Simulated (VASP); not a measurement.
Ir:

```
Ir
1.0
     0.00000    2.12791    1.44634
     2.12791    0.00000    1.44634
     2.12791    2.12791    0.00000
Ir
1
Direct
  0.00000 0.00000 0.00000
```

This cell differs from its parent crystal: volume 13.098 Å^3 an atom, c/a of the conventional cell 0.6797.

Base run:

- Program: VASP 6.6.1
- Functional: LDA
- Potentials or basis: VASP PAW LDA potentials, release 64 (Ir)
- Cutoff: 520 eV
- k mesh: 22 × 22 × 22
- Occupations: gaussian, width 0.15 eV
- Spin: no spin polarisation

Its results: pressure 43.0 GPa.

The run is repeated on the same cell with these changes: potentials or basis from VASP PAW LDA potentials, release 64 (Ir) to VASP PAW LDA potentials, release 64 (Ir_sv_GW); cutoff from 520 eV to 500 eV; further incar settings from ALGO = Normal; EDIFF = 1e-06; NBANDS = 10 to ALGO = Normal; EDIFF = 1e-06; NBANDS = 14; valence electrons from 9 to 17. What comes out?

Pressure 37.8 GPa.
